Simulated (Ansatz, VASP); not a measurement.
# B: VASP beside Ansatz

```
B
1.0
     1.70243    0.00000    0.00000
    -0.85122    1.47435    0.00000
     0.00000    0.00000    3.65360
B
1
Direct
  0.00000 0.00000 0.00000
```

Change from the starting cell: strain +0.0050 x Voigt [0, 0, 1, 0, 0, 0], atoms carried along.

Alike in both runs: task single point; functional PBEsol; k mesh 33 × 33 × 14; occupations gaussian, width 0.15 eV; no spin polarisation.

```csv
,VASP,Ansatz
version,VASP 6.6.1,Ansatz 0.2.0
potentials or method,"VASP PAW PBE potentials, release 64 (B), cutoff 520 eV","scalar-relativistic, plane waves, PAW"
valence electrons in the cell,3,3
```

|  | VASP | Ansatz | Ansatz less VASP |
| --- | --- | --- | --- |
| gap on the k mesh at the Fermi level (eV) | none | none | - |
| pressure (GPa) | 1.7 | 1.5 | -0.20 |
| traceless stress, the component that is largest in VASP (GPa) | -2.42 | -2.14 | +0.284 |

VASP's potentials were made for PBE, not for PBEsol. A gap of «none» marks a metal or a gap that the smearing closes. The functional is the same, so the differences come from potentials, cutoffs and numerics.
